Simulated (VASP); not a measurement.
# TiB2 (P6/mmm) in VASP: notebook, part 2 of 2

VASP 6.6.1.

## Step 3: Single point, PBE

This run uses another cell than the first one, of 8.77 Å³/atom, 1.025 times its volume.

Input file INCAR:

```
SYSTEM = TiB2
  PREC = Accurate
  ENCUT = 520
  EDIFF = 1E-6
  ISMEAR = 1
  SIGMA = 0.1
  LREAL = .False.
  LASPH = .True.
  NELM = 100
  ALGO = Normal
  ISIF = 2
  LWAVE = .False.
  LCHARG = .True.
  GGA = PE
  LELF = .True.
  LVHAR = .True.
  NBANDS = 16
```

Input file KPOINTS:

```
regular mesh
0
Gamma
  11 11 9
  0 0 0
```

Input file POSCAR:

```
TiB2
1.0
    3.0542358461      0.0000000000      0.0000000000
   -1.5271179230      2.6450416444      0.0000000000
    0.0000000000      0.0000000000      3.2550822017
Ti B
1 2
Direct
    0.0000000000      0.0000000000      0.0000000000
    0.3333333333      0.6666666667      0.5000000000
    0.6666666667      0.3333333333      0.5000000000
```

Potentials or basis: VASP PAW PBE potentials, release 64 (Ti_sv, B).

Started as:

```console
$ cat potpaw_PBE.64/Ti_sv/POTCAR potpaw_PBE.64/B/POTCAR > POTCAR
$ mpirun -np 1 vasp_std > vasp.out
```

OUTCAR:

```text
SYSTEM = TiB2
   PREC = Accurate
   ENCUT = 520
   EDIFF = 1E-6
   ISMEAR = 1
   LREAL = .False.
   LASPH = .True.
   NELM = 100
   ISIF = 2
   GGA = PE

 ion  position               nearest neighbor table
   1  0.000  0.000  0.000-   2 2.40   2 2.40   3 2.40   3 2.40   2 2.40   3 2.40   2 2.40   3 2.40
                             3 2.40   3 2.40   2 2.40   2 2.40
   2  0.333  0.667  0.500-   3 1.76   3 1.76   3 1.76   1 2.40   1 2.40   1 2.40   1 2.40   1 2.40
                             1 2.40
   3  0.667  0.333  0.500-   2 1.76   2 1.76   2 1.76   1 2.40   1 2.40   1 2.40   1 2.40   1 2.40
                             1 2.40

[... 656 lines left out ...]
  --------------------------------------------------------------------------------------
  -------------------------------------------------------------------------------------
  Total       -0.9354388     -0.9354358     -0.8843088     -0.0000000      0.0000000     -0.0000000
  in kB      -56.9939707    -56.9937902    -53.8787458     -0.0000000      0.0000000     -0.0000000
  external PRESSURE =     -55.9555022 kB  Pullay stress =       0.0000000 kB

 VOLUME and BASIS-vectors are now :
 -----------------------------------------------------------------------------
  energy-cutoff  :      520.00
  volume of cell :       26.30
      direct lattice vectors                 reciprocal lattice vectors
     3.054235846  0.000000000  0.000000000     0.327414139  0.189032941  0.000000000
    -1.527117923  2.645041644  0.000000000     0.000000000  0.378065881  0.000000000
     0.000000000  0.000000000  3.255082202     0.000000000  0.000000000  0.307211904

 POSITION                                       TOTAL-FORCE (eV/Angst)
 -----------------------------------------------------------------------------------
      0.00000      0.00000      0.00000        -0.000000     -0.000000      0.000000
     -0.00000      1.76336      1.62754         0.000000      0.000000      0.000000
      1.52712      0.88168      1.62754        -0.000000     -0.000000     -0.000000
 -----------------------------------------------------------------------------------
    total drift:                               -0.000000      0.000000      0.000000

  FREE ENERGIE OF THE ION-ELECTRON SYSTEM (eV)
  ---------------------------------------------------
  free  energy   TOTEN  =       -24.4189091561 eV

  energy  without entropy=      -24.4185047297  energy(sigma->0) =      -24.41877435
```

stdout:

```text
POSCAR found type information on POSCAR TiB
 POSCAR found :  2 types and       3 ions
 scaLAPACK will be used
 LDA part: xc-table for (Slater+PW92), standard interpolation
 POSCAR, INCAR and KPOINTS ok, starting setup
 FFT: planning ... GRIDC
 FFT: planning ... GRID_SOFT
 FFT: planning ... GRID
 WAVECAR not read
 entering main loop
```

It took 13 s on 1 thread of Intel Xeon Platinum 8559C (Emerald Rapids), shared host; peak memory 0.16 GiB.

Results:

```yaml
Free_energy: -24.4189 eV
Pressure: -5.6 GPa
Band_gap_on_the_k_mesh: zero (band 9 reaches 9.91 eV, above the bottom of band 10 at 9.48 eV)
```

Levels at points of the mesh, in eV from the Fermi level:
```tsv
k point	band 5	band 6	band 7	band 8	band 9	band 10	band 11	band 12	band 13	band 14
(0.00, 0.00, 0.00)	-13.34	-2.52	-2.52	-2.29	-2.03	1.84	1.84	3.56	3.56	5.69
```

## Step 4: Single point, PBE

This run uses another cell than the first one, of 8.98 Å³/atom, 1.050 times its volume.

Input file INCAR:

```
PREC = Accurate
ENCUT = 520
EDIFF = 1E-7
ISMEAR = 1
SIGMA = 0.1
LREAL = F
LASPH = T
NELM = 100
ALGO = Normal
ISIF = 2
LWAVE = F
LCHARG = F
GGA = PE
NBANDS = 16
```

Input file KPOINTS:

```
regular mesh
0
Gamma
  11 11 9
```

Input file POSCAR:

```
TiB2
1.0
    3.0788678441      0.0000000000      0.0000000000
   -1.5394339220      2.6663735466      0.0000000000
    0.0000000000      0.0000000000      3.2813339983
Ti B
1 2
Direct
    0.0000000000      0.0000000000      0.0000000000
    0.3333333333      0.6666666667      0.5000000000
    0.6666666667      0.3333333333      0.5000000000
```

Started as:

```console
$ cat potpaw_PBE.64/Ti_sv/POTCAR potpaw_PBE.64/B/POTCAR > POTCAR
$ mpirun -np 1 vasp_std > vasp.out
```

Run time: 16 s. Hardware: 1 thread of Intel Xeon Platinum 8559C (Emerald Rapids), shared host; peak memory 0.16 GiB.

The run converged. Its results:

```
Free energy            : -24.3858 eV
Pressure               : -11.0 GPa
Band gap on the k mesh : zero (band 9 reaches 9.64 eV, above the bottom of band 10 at 9.23 eV)
```

Stress tensor (GPa, compression positive):
```
-11.51   0.00   0.00
  0.00 -11.51   0.00
  0.00   0.00  -9.96
```

Levels at points of the mesh, in eV from the Fermi level:
```tsv
k point	band 7	band 8	band 9	band 10	band 11	band 12
(0.00, 0.00, 0.00)	-2.47	-2.28	-1.98	1.77	1.77	3.45
```

## Step 5: Single point, PBE

This run uses another cell than the first one, of 9.19 Å³/atom, 1.075 times its volume.

Input file INCAR:

```
PREC     = Accurate       # precision mode
ENCUT    = 520            # plane-wave cutoff, eV
EDIFF    = 1E-6           # SCF threshold, eV
ISMEAR   = 1              # smearing method
SIGMA    = 0.1            # smearing width, eV
LREAL    = F              # projectors in reciprocal space
LASPH    = T              # aspherical terms in the spheres
NELM     = 60             # most SCF steps
ALGO     = Normal         # electronic algorithm
ISIF     = 2              # what is computed and relaxed
LWAVE    = F              # write WAVECAR
LCHARG   = F              # write CHGCAR
GGA      = PE             # functional
NBANDS   = 16             # bands
```

KPOINTS is that of step 4.

Input file POSCAR:

```
TiB2
1.0
    3.1031118961      0.0000000000      0.0000000000
   -1.5515559481      2.6873694784      0.0000000000
    0.0000000000      0.0000000000      3.3071723378
Ti B
1 2
Direct
    0.0000000000      0.0000000000      0.0000000000
    0.3333333333      0.6666666667      0.5000000000
    0.6666666667      0.3333333333      0.5000000000
```

Started as:

```console
$ cat potpaw_PBE.64/Ti_sv/POTCAR potpaw_PBE.64/B/POTCAR > POTCAR
$ mpirun -np 1 vasp_std > vasp.out
```

Wall time 16 s (1 thread of Intel Xeon Platinum 8559C (Emerald Rapids), shared host); peak memory 0.16 GiB.

Results (log left out):

```yaml
Free_energy: -24.3324 eV
Pressure: -15.7 GPa
Band_gap_on_the_k_mesh: zero (band 9 reaches 9.38 eV, above the bottom of band 10 at 8.98 eV)
```

Stress tensor (GPa, compression positive):
```
-16.61   0.00   0.00
  0.00 -16.61   0.00
  0.00   0.00 -13.91
```

Levels at points of the mesh, in eV from the Fermi level:
```tsv
k point	band 6	band 7	band 8	band 9	band 10	band 11	band 12	band 13
(0.00, 0.00, 0.00)	-2.42	-2.42	-2.26	-1.92	1.71	1.71	3.35	3.35
```

## Step 6: Single point, PBE

This run uses another cell than the first one, of 9.41 Å³/atom, 1.100 times its volume.

Input file INCAR:

```
PREC     = Accurate       # precision mode
ENCUT    = 520            # plane-wave cutoff, eV
EDIFF    = 1E-6           # SCF threshold, eV
ISMEAR   = 1              # smearing method
SIGMA    = 0.1            # smearing width, eV
LREAL    = False          # projectors in reciprocal space
LASPH    = True           # aspherical terms in the spheres
NELM     = 80             # most SCF steps
ALGO     = Normal         # electronic algorithm
ISIF     = 2              # what is computed and relaxed
LWAVE    = False          # write WAVECAR
LCHARG   = False          # write CHGCAR
GGA      = PE             # functional
NBANDS   = 16             # bands
```

KPOINTS is that of step 5.

Input file POSCAR:

```
TiB2
1.0
    3.1269829257      0.0000000000      0.0000000000
   -1.5634914629      2.7080423637      0.0000000000
    0.0000000000      0.0000000000      3.3326131247
Ti B
1 2
Direct
    0.0000000000      0.0000000000      0.0000000000
    0.3333333333      0.6666666667      0.5000000000
    0.6666666667      0.3333333333      0.5000000000
```

Potentials or basis: VASP PAW PBE potentials, release 64 (Ti_sv, B).

Started as:

```console
$ cat potpaw_PBE.64/Ti_sv/POTCAR potpaw_PBE.64/B/POTCAR > POTCAR
$ mpirun -np 1 vasp_std > vasp.out
```

Wall time 17 s (1 thread of Intel Xeon Platinum 8559C (Emerald Rapids), shared host); peak memory 0.16 GiB.

The run converged. Its results:

```
Free energy            : -24.2612 eV
Pressure               : -19.9 GPa
Band gap on the k mesh : zero (band 9 reaches 9.13 eV, above the bottom of band 10 at 8.75 eV)
```

Stress tensor (GPa, compression positive):
```
-21.18   0.00   0.00
  0.00 -21.18   0.00
  0.00   0.00 -17.42
```

Levels at points of the mesh, in eV from the Fermi level:
```csv
k point,band 6,band 7,band 8,band 9,band 10,band 11,band 12,band 13
"(0.00, 0.00, 0.00)",-2.38,-2.38,-2.24,-1.87,1.65,1.65,3.25,3.25
```

## Step 7: The runs side by side

```csv
cell,gap on the mesh (eV),pressure (GPa)
"a = 3.029, b = 3.029, c = 3.228 Å, angles 90.0, 90.0, 120.0°, 3 atoms",none,0.4
"a = 3.054, b = 3.054, c = 3.255 Å, angles 90.0, 90.0, 120.0°, 3 atoms",none,-5.6
"a = 3.079, b = 3.079, c = 3.281 Å, angles 90.0, 90.0, 120.0°, 3 atoms",none,-11.0
"a = 3.103, b = 3.103, c = 3.307 Å, angles 90.0, 90.0, 120.0°, 3 atoms",none,-15.7
"a = 3.127, b = 3.127, c = 3.333 Å, angles 90.0, 90.0, 120.0°, 3 atoms",none,-19.9
```

Alike in all rows: task single point; level PBE; potentials or basis VASP PAW PBE potentials, release 64 (Ti_sv, B); no spin polarisation; k mesh 11 × 11 × 9; cutoff (eV) 520; smearing methfessel-paxton 0.1 eV.

Absolute energies hang on the potentials; compare differences alone.
